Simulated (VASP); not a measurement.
Runs of VASP 6.6.1 on GaN. The structure is that of space group Fm-3m (No. 225), or close to it. The cells are those of the table. 

```tsv
task	cell	gap on the mesh (eV)	pressure (GPa)
electric field gradients	a = 2.760 Å, angles 60.0°, 2 atoms	(a)	92.5
single point	a = 2.799 Å, angles 60.0°, 2 atoms	1.87	69.4
electric field gradients	a = 2.799 Å, angles 60.0°, 2 atoms	1.87	69.4
single point	a = 2.808 Å, angles 60.0°, 2 atoms	1.80	64.3
```

Alike in all rows: level PBEsol; potentials or basis VASP PAW PBE potentials, release 64 (Ga_d, N); no spin polarisation; k mesh 10 × 10 × 10; cutoff (eV) 520; smearing fermi-dirac 0.02 eV.

Task: Estimate the missing entries.

Result: (a) 2.18.

Caveats: the PAW data sets were made with another functional, which shifts forces and pressure a little.

A k mesh can miss the band edges, and the runs leave out spin-orbit coupling on Ga.
